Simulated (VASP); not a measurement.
# Cu (Cmce) in VASP: notebook, part 2 of 2

VASP 6.6.1.

### 4 Relaxation of cell and atoms, PBE

This run uses another cell than the first one, of 12.06 Å³/atom, 1.007 times its volume.

INCAR reads:

```
SYSTEM = Cu
  PREC = Accurate
  ENCUT = 600
  EDIFF = 1E-6
  ISMEAR = 0
  SIGMA = 0.1
  LREAL = .FALSE.
  LASPH = .TRUE.
  NELM = 100
  ALGO = Normal
  ISIF = 3
  LWAVE = .FALSE.
  LCHARG = .FALSE.
  GGA = PE
  IBRION = 2
  NSW = 90
  EDIFFG = -0.04
```

KPOINTS reads:

```
Automatic mesh
0
G
  6 6 4
  0 0 0
```

POSCAR reads:

```
Cu
1.0
    1.9225321094     -3.2583353959      0.0000000000
    1.9225321094      3.2583353959      0.0000000000
    0.0000000000      0.0000000000      3.8501788098
Cu
4
Direct
    0.1525000000      0.8475000000      0.0785000000
    0.6525000000      0.3475000000      0.4215000000
    0.8475000000      0.1525000000      0.9215000000
    0.3475000000      0.6525000000      0.5785000000
```

Potentials or basis: VASP PAW PBE potentials, release 64 (Cu).

On the command line:

```
> cat potpaw_PBE.64/Cu/POTCAR > POTCAR
> mpirun -np 1 vasp_std > vasp.out
```

OUTCAR:

```text
SYSTEM = Cu
   PREC = Accurate
   ENCUT = 600
   EDIFF = 1E-6
   ISMEAR = 0
   LREAL = .FALSE.
   LASPH = .TRUE.
   NELM = 100
   ISIF = 3
   GGA = PE
   IBRION = 2
   NSW = 90
   EDIFFG = -0.04

 ion  position               nearest neighbor table
   1  0.153  0.847  0.078-   3 2.08   4 2.31   4 2.31   2 2.33   2 2.33   3 2.38   3 2.38
   2  0.653  0.347  0.422-   4 2.08   3 2.31   3 2.31   1 2.33   1 2.33   4 2.38   4 2.38
   3  0.847  0.153  0.922-   1 2.08   2 2.31   2 2.31   4 2.33   4 2.33   1 2.38   1 2.38
   4  0.347  0.653  0.578-   2 2.08   1 2.31   1 2.31   3 2.33   3 2.33   2 2.38   2 2.38

  LATTYP: Found a base centered orthorhombic cell.
 ALAT       =     3.8450642188
 B/A-ratio  =     1.6948145521
 C/A-ratio  =     1.0013301705

  Lattice vectors:

 A1 = (   1.9225321094,  -3.2583353959,   0.0000000000)
 A2 = (   1.9225321094,   3.2583353959,   0.0000000000)
 A3 = (   0.0000000000,   0.0000000000,   3.8501788098)

Analysis of symmetry for initial positions (statically):
=====================================================================
 Subroutine PRICEL returns:
 Original cell was already a primitive cell.

 Routine SETGRP: Setting up the symmetry group for a
 base centered orthorhombic supercell.

 Subroutine GETGRP returns: Found  8 space group operations
 (whereof  4 operations were pure point group operations)
 out of a pool of  8 trial point group operations.

[... 206 lines left out ...]

 number of electron      44.0000023 magnetization

 E-fermi :   4.0582     XC(G=0): -10.6555

 val. band max:        4.0376008722   @ k =   0.5000   0.3333   0.0000
 cond. band min:       4.1399632491   @ k =   0.5000   0.1667   0.0000
 fundamental gap:      0.1023623768
 Fermi energy:         4.0581779291

 k-point     1 :       0.0000    0.0000    0.0000
  band No.  band energies     occupation
      1      -3.1830      2.00000
      2       0.6294      2.00000
      3       0.6512      2.00000
      4       0.6609      2.00000
      5       0.7336      2.00000
      6       0.8954      2.00000
[... 756 lines left out ...]
  FREE ENERGIE OF THE ION-ELECTRON SYSTEM (eV)
  ---------------------------------------------------
  free  energy   TOTEN  =       -12.9734846267 eV

  energy  without entropy=      -12.9693385053  energy(sigma->0) =      -12.97141157

[... ionic steps 4 to 42 ...]

--------------------------------------- Ionic step       43  -------------------------------------------

 number of electron      44.0000048 magnetization

------------------------ aborting loop because EDIFF is reached ----------------------------------------
[... 71 lines left out ...]
--------------------------------------- Ionic step       45  -------------------------------------------

 number of electron      44.0000044 magnetization

 Free energy of the ion-electron system (eV)
  ---------------------------------------------------
  ext. energy  EPLUGINS =         0.00000000
  ---------------------------------------------------
  free energy    TOTEN  =       -14.20117188 eV

  energy without entropy =      -14.19118769  energy(sigma->0) =      -14.19617978

 E-fermi :   6.7277     XC(G=0): -12.3109

 val. band max:        6.7155225032   @ k =   0.3333   0.1667   0.5000
 cond. band min:       6.8717030106   @ k =   0.5000  -0.0000   0.5000
 fundamental gap:      0.1561805074
 Fermi energy:         6.7276720346

 k-point     1 :       0.0000    0.0000    0.0000
  band No.  band energies     occupation
      1      -2.0794      2.00000
      2       1.9490      2.00000
      3       2.0382      2.00000
      4       2.3402      2.00000
      5       2.6933      2.00000
      6       3.1472      2.00000
[... 718 lines left out ...]
  FREE ENERGIE OF THE ION-ELECTRON SYSTEM (eV)
  ---------------------------------------------------
  free  energy   TOTEN  =       -14.2011718808 eV

  energy  without entropy=      -14.1911876868  energy(sigma->0) =      -14.19617978

 reached required accuracy - stopping structural energy minimisation
```

OSZICAR:

```text
N       E                     dE             d eps       ncg     rms          rms(c)
DAV:   1     0.349065833563E+03    0.34907E+03   -0.22298E+04  2076   0.336E+03
DAV:   2     0.146863928400E+02   -0.33438E+03   -0.32886E+03  2030   0.458E+02
DAV:   3    -0.143163290269E+02   -0.29003E+02   -0.27486E+02  2100   0.197E+02
DAV:   4    -0.149845411120E+02   -0.66821E+00   -0.66594E+00  2304   0.395E+01
[... 442 lines left out ...]
DAV:   3    -0.142021031744E+02    0.60884E-02   -0.29510E-02  2114   0.355E+00    0.218E-01
DAV:   4    -0.142011731421E+02    0.93003E-03   -0.11915E-03  3230   0.540E-01    0.336E-02
DAV:   5    -0.142011709099E+02    0.22322E-05   -0.18918E-04  2562   0.235E-01    0.993E-03
DAV:   6    -0.142011715881E+02   -0.67827E-06   -0.13781E-05  2220   0.671E-02    0.339E-03
DAV:   7    -0.142011718808E+02   -0.29268E-06   -0.62168E-07  1048   0.157E-02
  45 F= -.14201172E+02 E0= -.14196180E+02  d E =-.905764E-03
```

Run time: 21 min. Hardware: 1 thread of AMD EPYC 9R45 (Zen 5), shared host; peak memory 0.18 GiB.

Results:

| Item | Value |
| --- | --- |
| Free energy | -14.2012 eV |
| Relaxed volume | 12.62 Å³/atom |
| Relaxed cell | a = 4.736 Å, b = 4.736 Å, c = 4.254 Å, α = 90.00°, β = 90.00°, γ = 148.05° |
| Space group after relaxing (to 0.05 Å) | Fmmm (No. 69) |
| Energy gained by relaxing | 573.0 meV/atom |
| Ionic steps | 45 |
| Pressure after relaxing | 0.0 GPa |
| Largest force after relaxing | 0.031 eV/Å |
| Band gap on the k mesh | zero (band 22 reaches 9.55 eV, above the bottom of band 23 at 5.25 eV) |

Forces on the atoms (eV/Å):
```
Cu   0.000 -0.031 -0.002
Cu   0.000 -0.031  0.002
Cu   0.000  0.031  0.002
Cu   0.000  0.031 -0.002
```

Stress tensor (GPa, compression positive):
```
 0.25  0.00  0.00
 0.00 -0.32  0.00
 0.00  0.00 -0.03
```

The path:
```
step  energy change (eV)  largest force (eV/Å)  pressure (GPa)  volume (Å³)
   1              0.0000                1.3645           31.73        48.24
   3             -1.0645                0.1875            0.67        59.22
   5             -1.0711                0.1506           -0.48        59.82
   7             -1.0813                0.1040           -1.13        60.11
   9             -1.1016                0.0672            0.79        58.81
  11             -1.1035                0.1272            1.31        58.38
  13             -1.1332                0.2768            1.33        58.19
  15             -1.3897                0.9680           -0.28        56.98
  17             -1.6720                1.2764           -0.31        55.41
  19             -1.7035                1.3261            0.38        54.88
  21             -1.7171                1.3054            0.38        54.83
  23             -1.7891                1.1123           -0.86        54.89
  25             -1.9645                0.4167           -4.54        55.12
  27             -1.9906                0.1229           -5.89        55.25
  29             -2.0724                0.1792            0.32        51.77
  31             -2.1254                0.1540            1.30        51.19
  33             -2.1312                0.2730            2.33        50.90
  35             -2.1783                0.2805            0.16        51.51
  37             -2.1860                0.3871           -4.76        53.37
  39             -2.2540                0.3211           -2.80        52.10
  41             -2.2635                0.3274           -1.21        51.35
  43             -2.2913                0.0218            0.31        50.33
  45             -2.2922                0.0313           -0.03        50.49
```

Final structure:
```cif
data_structure
_symmetry_space_group_name_H-M 'P 1'
_symmetry_Int_Tables_number 1
_cell_length_a 4.7360
_cell_length_b 4.7360
_cell_length_c 4.2536
_cell_angle_alpha 90.000
_cell_angle_beta 90.000
_cell_angle_gamma 148.050
_cell_volume 50.49
loop_
_atom_site_label
_atom_site_type_symbol
_atom_site_fract_x
_atom_site_fract_y
_atom_site_fract_z
_atom_site_occupancy
Cu1 Cu 0.13276 0.86725 0.00004 1
Cu2 Cu 0.63276 0.36724 0.49996 1
Cu3 Cu 0.86725 0.13276 0.99996 1
Cu4 Cu 0.36724 0.63276 0.50004 1
```

Caveat: the k points lie up to 0.42 Å⁻¹ apart in the final cell.

### 5 The runs side by side

| task | cell | k mesh | cutoff (eV) | gap on the mesh (eV) | pressure (GPa) | largest force (eV/Å) |
| --- | --- | --- | --- | --- | --- | --- |
| single point | a = 4.717, b = 4.717, c = 3.753 Å, angles 90.0, 90.0, 145.0°, 4 atoms | 6 × 6 × 6 | 520 | none | 102.1 | 12.20 |
| single point | a = 3.783, b = 3.783, c = 3.850 Å, angles 90.0, 90.0, 118.9°, 4 atoms | 6 × 6 × 6 | 520 | none | 31.7 | 1.35 |
| relaxation of cell and atoms | relaxed from a = 3.783, b = 3.783, c = 3.850 Å, angles 90.0, 90.0, 118.9°, 4 atoms | 6 × 6 × 4 | 600 | none | 0.0 | 0.03 |

Alike in all rows: level PBE; potentials or basis VASP PAW PBE potentials, release 64 (Cu); no spin polarisation; smearing gaussian 0.1 eV.

Caveats: some runs use coarse meshes; forces of over 1 eV/Å act on the atoms, so gaps and moduli don't describe the material at rest (some runs).

Absolute energies hang on the potentials; compare differences alone.
